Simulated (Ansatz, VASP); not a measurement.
**One calculation of SnSe, two programs**

INCAR

```
SYSTEM = SnSe
  ALGO = Normal
  EDIFF = 1E-7
  ENCUT = 520
  GGA = CA
  ISIF = 2
  ISMEAR = 0
  LASPH = .True.
  LCHARG = .True.
  LELF = .True.
  LREAL = .False.
  LVHAR = .True.
  LWAVE = .False.
  NBANDS = 17
  NELM = 80
  PREC = Accurate
  SIGMA = 0.05
```

The input KPOINTS:

```
k-points
0
Gamma
  8 8 8
  0 0 0
```

File POSCAR:

```
SnSe
1.0
    0.0000000000      2.9466477701      2.9466477701
    2.9466477701      0.0000000000      2.9466477701
    2.9466477701      2.9466477701      0.0000000000
Sn Se
1 1
Direct
   -0.0059992476      0.0000000000      0.0000000000
    0.5000000000      0.5000000000      0.5000000000
```

Input for Ansatz:

```yaml
crystal:
  lattice:
    - [0.0, 2.9466477701, 2.9466477701]
    - [2.9466477701, 0.0, 2.9466477701]
    - [2.9466477701, 2.9466477701, 0.0]
  atoms:
    - { symbol: Sn, position: [-0.0059992476, 0.0, 0.0] }
    - { symbol: Se, position: [0.5, 0.5, 0.5] }
basis:
  ecutwfc: 420
kpoints:
  mp_grid: { grid: [8, 8, 8] }
hamiltonian:
  xc: lda
scf:
  occupations: { method: gaussian, width: 0.05 }
output:
  forces: true
  stress: true
  eigenvalues: true
```

Change from the starting cell: all Sn atoms moved +0.025 Å, as atom 1 towards its neighbour atom 1 (Sn) at 4.167 Å.

Alike in both runs: task single point; functional LDA; k mesh 8 × 8 × 8; occupations gaussian, width 0.05 eV; no spin polarisation.

|  | VASP | Ansatz |
| --- | --- | --- |
| version | VASP 6.6.1 | Ansatz 0.2.0 |
| potentials or method | VASP PAW LDA potentials, release 64 (Sn_d, Se), cutoff 520 eV | scalar-relativistic, plane waves, PAW |
| valence electrons in the cell | 20 | 30 |

|  | VASP | Ansatz | Ansatz less VASP |
| --- | --- | --- | --- |
| gap on the k mesh at the Fermi level (eV) | 0.77 | 0.78 | +0.010 |
| least direct gap on the mesh (eV) | 0.91 | 0.89 | -0.021 |
| pressure (GPa) | 0.1 | 0.0 | -0.10 |
| rms of the force components (eV/Å) | 0.007 | 0.006 | -0.0009 |

LDA's correlation is that of Perdew and Zunger in VASP and of Perdew and Wang (1992) in Ansatz. Atom by atom the forces differ by 0.001 eV/Å (rms over components). VASP's potentials hold 20 valence electrons a cell and Ansatz's 30, so a difference there can come from the potentials and not from the codes.
